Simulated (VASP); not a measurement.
# P in VASP: single point with PBEsol

Aim: the single point of P with PBEsol.

All numbers are computed with VASP 6.6.1; they aren't measurements. Logs are shortened: lines on timing, memory, paths and dates and some standing lists are left out, and cuts for length are marked.

### Step 1. The cell of the first run

The cell holds a slab with vacuum, 8 atoms: a = 3.317 Å, b = 5.406 Å, c = 24.783 Å, α = 90.00°, β = 90.00°, γ = 107.87°.

### Step 2. Single point, PBEsol

INCAR

```
SYSTEM = P
PREC = Accurate
ENCUT = 520
EDIFF = 1E-7
ISMEAR = 0
SIGMA = 0.1
LREAL = .FALSE.
LASPH = .TRUE.
NELM = 60
ALGO = Normal
ISIF = 2
LWAVE = .FALSE.
LCHARG = .FALSE.
LDIPOL = .TRUE.
IDIPOL = 3
DIPOL = 0.5 0.5 0.492
GGA = PS
NBANDS = 30
ISYM = 0
```

KPOINTS

```
regular mesh
0
G
  9 6 1
  0 0 0
```

POSCAR

```
P
1.0
    3.3174135828      0.0000000000      0.0000000000
   -1.6587067914      5.1453556592      0.0000000000
    0.0000000000      0.0000000000     24.7826174883
P
8
Direct
    0.8947174836      0.7894349672      0.3429823345
    0.3947174836      0.7894349672      0.4029782723
    0.6052825164      0.2105650328      0.4276621322
    0.1052825164      0.2105650328      0.4876580700
    0.8866622496      0.7727546446      0.4954525900
    0.3536702477      0.7066166934      0.5542234827
    0.5589677382      0.1168628312      0.5851304899
    0.0893743735      0.1778451111      0.6392033547
```

Potentials or basis: VASP PAW PBE potentials, release 64 (P).

Started as:

```sh
$ cat potpaw_PBE.64/P/POTCAR > POTCAR
$ mpirun -np 1 vasp_std > vasp.out
```

OUTCAR:

```text
SYSTEM = P
   PREC = Accurate
   ENCUT = 520
   EDIFF = 1E-7
   ISMEAR = 0
   LREAL = .FALSE.
   LASPH = .TRUE.
   NELM = 60
   ISIF = 2
   GGA = PS
   ISYM = 0

 ion  position               nearest neighbor table
   1  0.895  0.789  0.343-   2 2.23   2 2.23
   2  0.395  0.789  0.403-   1 2.23   1 2.23   3 2.25   5 2.83   5 2.83
   3  0.605  0.211  0.428-   4 2.23   4 2.23   2 2.25
   4  0.105  0.211  0.488-   3 2.23   3 2.23   5 2.26
   5  0.887  0.773  0.495-   6 2.23   6 2.23   4 2.26   2 2.83   2 2.83
   6  0.354  0.707  0.554-   5 2.23   5 2.23   7 2.25
   7  0.559  0.117  0.585-   8 2.16   8 2.16   6 2.25
   8  0.089  0.178  0.639-   7 2.16   7 2.16

IMPORTANT INFORMATION: All symmetrisations will be switched off!
NOSYMM: (Re-)initialisation of all symmetry stuff for point group C_1.

----------------------------------------------------------------------------------------

                                     Primitive cell

  volume of cell :     423.0213

  direct lattice vectors                    reciprocal lattice vectors
     3.317413583  0.000000000  0.000000000     0.301439653  0.097175012  0.000000000
    -1.658706791  5.145355659  0.000000000     0.000000000  0.194350025  0.000000000
     0.000000000  0.000000000 24.782617488     0.000000000  0.000000000  0.040350863

  length of vectors
     3.317413583  5.406107017 24.782617488     0.316715720  0.194350025  0.040350863

  position of ions in fractional coordinates (direct lattice)
     0.894717484  0.789434967  0.342982335
     0.394717484  0.789434967  0.402978272
     0.605282516  0.210565033  0.427662132
     0.105282516  0.210565033  0.487658070
     0.886662250  0.772754645  0.495452590
     0.353670248  0.706616693  0.554223483
     0.558967738  0.116862831  0.585130490
     0.089374374  0.177845111  0.639203355

  ion indices of the primitive-cell ions
   primitive index   ion index
                 1           1
                 2           2
                 3           3
                 4           4
                 5           5
                 6           6
                 7           7
                 8           8

----------------------------------------------------------------------------------------

 KPOINTS: regular mesh

Automatic generation of k-mesh.
 Grid dimensions read from file:
 generate k-points for:    9    6    1

 Generating k-lattice:

  Cartesian coordinates                     Fractional coordinates (reciprocal lattice)
     0.033493295  0.010797224  0.000000000     0.111111111 -0.000000000  0.000000000
     0.000000000  0.032391671  0.000000000     0.000000000  0.166666667  0.000000000
     0.000000000  0.000000000  0.040350863     0.000000000  0.000000000  1.000000000

  Length of vectors
     0.035190636  0.032391671  0.040350863

  Shift w.r.t. Gamma in fractional coordinates (k-lattice)
     0.000000000  0.000000000  0.000000000

 -----------------------------------------------------------------------------
|                                                                             |
|           W    W    AA    RRRRR   N    N  II  N    N   GGGG   !!!           |
|           W    W   A  A   R    R  NN   N  II  NN   N  G    G  !!!           |
|           W    W  A    A  R    R  N N  N  II  N N  N  G       !!!           |
|           W WW W  AAAAAA  RRRRR   N  N N  II  N  N N  G  GGG   !            |
|           WW  WW  A    A  R   R   N   NN  II  N   NN  G    G                |
|           W    W  A    A  R    R  N    N  II  N    N   GGGG   !!!           |
|                                                                             |
|     Your reciprocal lattice and k-lattice belong to different lattice       |
|     classes:                                                                |
|                                                                             |
|        The reciprocal lattice is base centered orthorhombic,                |
|        whereas your k-lattice is simple monoclinic.                         |
|                                                                             |
|     Results are often still useful ...                                      |
|                                                                             |
 -----------------------------------------------------------------------------

 WARNING: IBZKPT: internal override: KBLOWUP is changed to .FALSE.
      ... skipping the blow-up phase ...

 Subroutine IBZKPT returns following result:
 ===========================================

 Found     28 irreducible k-points:

 Following reciprocal coordinates:
            Coordinates               Weight
  0.000000  0.000000  0.000000      1.000000
  0.111111  0.000000  0.000000      2.000000
  0.222222  0.000000  0.000000      2.000000
  0.333333  0.000000  0.000000      2.000000
  0.444444  0.000000  0.000000      2.000000
  0.000000  0.166667  0.000000      2.000000
[... 16 lines left out ...]
 -0.111111  0.333333  0.000000      2.000000
  0.000000  0.500000  0.000000      1.000000
 [... further k-points ...]
   k-points           NKPTS =     28   k-points in BZ     NKDIM =     28   number of bands    NBANDS=     30
   number of dos      NEDOS =    301   number of ions     NIONS =      8
   total plane-waves  NPLWV = 215040
   dimension x,y,z NGX =    28 NGY =   40 NGZ =  192
   dimension x,y,z NGXF=    56 NGYF=   80 NGZF=  384
   ions per type =               8
   NGX,Y,Z   is equivalent  to a cutoff of  14.03, 12.30, 12.88 a.u.
   NGXF,Y,Z  is equivalent  to a cutoff of  28.06, 24.60, 25.76 a.u.
 SYSTEM =  P
   PREC   = accura    normal or accurate (medium, high low for compatibility)
   ISTART =      0    job   : 0-new  1-cont  2-samecut
   ICHARG =      2    charge: 1-file 2-atom 10-const
   ISPIN  =      1    spin polarized calculation?
   LNONCOLLINEAR =      F non collinear calculations
   LSORBIT =      F    spin-orbit coupling
   LASPH  =      T    aspherical Exc in radial PAW
   ENCUT  =  520.0 eV  38.22 Ry    6.18 a.u.   6.17 10.05 46.08*2*pi/ulx,y,z
   NELM   =     60;   NELMIN=  2; NELMDL= -5     # of ELM steps
   EDIFF  = 0.1E-06   stopping-criterion for ELM
   LREAL  =      F    real-space projection
   EDIFFG = 0.1E-05   stopping-criterion for IOM
   NSW    =      0    number of steps for IOM
   IBRION =     -1    ionic relax: 0-MD 1-quasi-New 2-CG
   NFREE  =      0    steps in history (QN), initial steepest desc. (CG)
   ISIF   =      2    stress and relaxation
   ISYM   =      0    0-nonsym 1-usesym 2-fastsym
   POTIM  = 0.5000    time-step for ionic-motion
   TEBEG  =    0.0;   TEEND  =   0.0 temperature during run
   PSTRESS=    0.0 pullay stress
   NELECT =      40.0000    total number of electrons
   NUPDOWN=      -1.0000    fix difference up-down
   EMIN   =  10.00;   EMAX   =-10.00  energy-range for DOS
   EFERMI =   0.00;   METHOD = LEGACY
   ISMEAR =     0;   SIGMA  =   0.10  broadening in eV -4-tet -1-fermi 0-gaus
   EFERMI_NEDOS =   21; number of points for ismear=-14 and -15
   IALGO  =     38    algorithm
   IMIX   =      4    mixing-type and parameters
     AMIX     =   0.40;   BMIX     =  1.00
     AMIX_MAG =   1.60;   BMIX_MAG =  1.00
  volume/ion in A,a.u.               =      52.88       356.84
  Fermi-wavevector in a.u.,A,eV,Ry     =   0.745832  1.409417  7.568441  0.556265
  Thomas-Fermi vector in A             =   1.841511
   LORBIT       =      0    0 simple, 1 ext, 2 COOP (PROOUT), +10 PAW based schemes
   GGA     = PS    functional components
   LHFCALC =     F    Hartree Fock is set to
   AEXX    =    0.0000 exact exchange contribution
   IVDW    =     0    specifies the selected vdW correction
   LEPSILON=     F    determine dielectric tensor
   LRPA    =     F    only Hartree local field effects (RPA)
 non-spin polarized calculation
 Gauss-broadening in eV      SIGMA  =   0.10
  energy-cutoff  :      520.00
  volume of cell :      423.02
 maximum number of plane-waves:     11417
 NGX is ok and might be reduce to    28
   NGX = 13   NGY = 21   NGZ = 93

 dipolmoment           0.000000      0.000000      0.011897 electrons x Angstroem

 number of electron      40.0000000 magnetization

 dipolmoment           0.000000      0.000000     -0.010262 electrons x Angstroem

 Free energy of the ion-electron system (eV)
  ---------------------------------------------------
  ext. energy  EPLUGINS =         0.00000000
  ---------------------------------------------------
  free energy    TOTEN  =       -44.23508337 eV

  energy without entropy =      -44.21442786  energy(sigma->0) =      -44.22475561

 E-fermi :  -1.1681     XC(G=0):  -4.0898

 val. band max:       -1.1734919682   @ k =   0.2222   0.5000   0.0000
 cond. band min:      -1.1533725849   @ k =  -0.2222   0.1667   0.0000
 fundamental gap:      0.0201193833
 Fermi energy:        -1.1680846306

 k-point     1 :       0.0000    0.0000    0.0000
  band No.  band energies     occupation
      1     -16.7867      2.00000
      2     -15.3988      2.00000
      3     -14.2246      2.00000
      4     -13.6132      2.00000
      5     -10.0509      2.00000
      6      -9.6937      2.00000
[... 22 lines left out ...]
     29       3.2668      0.00000
     30       3.4839      0.00000

 k-point     2 :       0.1111    0.0000    0.0000
  band No.  band energies     occupation
      1     -16.6287      2.00000
      2     -15.2516      2.00000
      3     -14.0830      2.00000
      4     -13.4899      2.00000
      5     -10.0253      2.00000
      6      -9.7707      2.00000
[... 718 lines left out ...]
 k-point    24 :       0.0000    0.5000    0.0000
  band No.  band energies     occupation
      1     -16.3569      2.00000
      2     -15.2416      2.00000
      3     -14.5991      2.00000
      4     -14.1792      2.00000
      5     -10.5891      2.00000
      6     -10.3830      2.00000
[... 22 lines left out ...]
     29       2.2840      0.00000
     30       3.2533      0.00000

 [... further k-points ...]

------------------------ aborting loop because EDIFF is reached ----------------------------------------

 vacuum level on the upper side and lower side of the slab       (xc-potential included)        -0.137        -0.029

  FORCE on cell =-STRESS in cart. coord.  units (eV):
  Direction    XX          YY          ZZ          XY          YZ          ZX
  --------------------------------------------------------------------------------------
  -------------------------------------------------------------------------------------
  Total       -3.7708849      0.8689860     -1.5977511     -0.0272728     -0.8060083     -0.0040712
  in kB      -14.2820867      3.2912522     -6.0514231     -0.1032948     -3.0527267     -0.0154194
  external PRESSURE =      -5.6807526 kB  Pullay stress =       0.0000000 kB

 VOLUME and BASIS-vectors are now :
 -----------------------------------------------------------------------------
  energy-cutoff  :      520.00
  volume of cell :      423.02
      direct lattice vectors                 reciprocal lattice vectors
     3.317413583  0.000000000  0.000000000     0.301439653  0.097175012  0.000000000
    -1.658706791  5.145355659  0.000000000     0.000000000  0.194350025  0.000000000
     0.000000000  0.000000000 24.782617488     0.000000000  0.000000000  0.040350863

 POSITION                                       TOTAL-FORCE (eV/Angst)
 -----------------------------------------------------------------------------------
      1.65871      4.06192      8.50000         0.000988     -0.135087      1.277263
     -0.00000      4.06192      9.98686         0.000234      0.405320     -1.207336
      1.65871      1.08343     10.59859         0.000047      0.290170     -0.352491
      0.00000      1.08343     12.08544         0.000973     -0.565132      0.255094
      1.65965      3.97610     12.27861        -0.000479     -0.004621      0.037693
      0.00120      3.63579     13.73511        -0.003770      0.018768     -0.019920
      1.66049      0.60130     14.50107         0.000798      0.001951      0.042499
      0.00150      0.91508     15.84113         0.001209     -0.011369     -0.032801
 -----------------------------------------------------------------------------------
    total drift:                                0.000024     -0.000057      0.000054

  FREE ENERGIE OF THE ION-ELECTRON SYSTEM (eV)
  ---------------------------------------------------
  free  energy   TOTEN  =       -44.2350833694 eV

  energy  without entropy=      -44.2144278602  energy(sigma->0) =      -44.22475561

 vacuum level on the upper side and lower side of the slab         3.909         4.020
```

It took 8.5 min on 1 thread of Intel Xeon 6975P-C (Granite Rapids), shared host; peak memory 0.61 GiB.

Results:

- Free energy: -44.2351 eV
- Largest force: 1.284 eV/Å
- Band gap on the k mesh: zero (bands 20 and 21 overlap by 0.64 eV)

Forces on the atoms (eV/Å):
```
P    0.001 -0.135  1.277
P    0.000  0.405 -1.207
P    0.000  0.290 -0.352
P    0.001 -0.565  0.255
P    0.000 -0.005  0.038
P   -0.004  0.019 -0.020
P    0.001  0.002  0.042
P    0.001 -0.011 -0.033
```

Caveat: the PAW data sets were made with another functional, which shifts forces and pressure a little.

The gap in the log of VASP goes by the Fermi energy; the results here count the filled bands.